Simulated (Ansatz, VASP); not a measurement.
YB3: VASP beside Ansatz

```
CELL_PARAMETERS angstrom
8.27148 0.00000 0.00000
0.00000 3.10250 0.00000
0.00000 0.00000 3.50486
ATOMIC_POSITIONS crystal
Y 0.25000 0.00000 0.95512
Y 0.75000 0.00000 0.04488
B 0.51484 0.50000 0.75594
B 0.01484 0.50000 0.24406
B 0.00000 0.00000 0.50000
B 0.50000 0.00000 0.50000
B 0.98516 0.50000 0.75594
B 0.48516 0.50000 0.24406
```

Change from the starting cell: the structure that the rattled cell fell into.

Alike in both runs: functional PBE; k mesh 2 × 6 × 6; occupations gaussian, width 0.1 eV; no spin polarisation.

Ansatz relaxed the structure, and its values are those at the end. VASP's run is a single point on that final structure, the one shown.

```csv
,VASP,Ansatz
version,VASP 6.6.1,Ansatz 0.2.0
potentials or method,"VASP PAW PBE potentials, release 64 (Y_sv, B), cutoff 520 eV","scalar-relativistic, plane waves, PAW"
valence electrons in the cell,40,40
```

```csv
,VASP,Ansatz,Ansatz less VASP
gap on the k mesh at the Fermi level (eV),none,none,-
pressure (GPa),-0.1,0.0,+0.11
rms of the force components (eV/Å),0.008,0.007,-0.0005
```

A gap of «none» marks a metal or a gap that the smearing closes.

The k mesh is coarse, so the values compare programs but aren't converged.
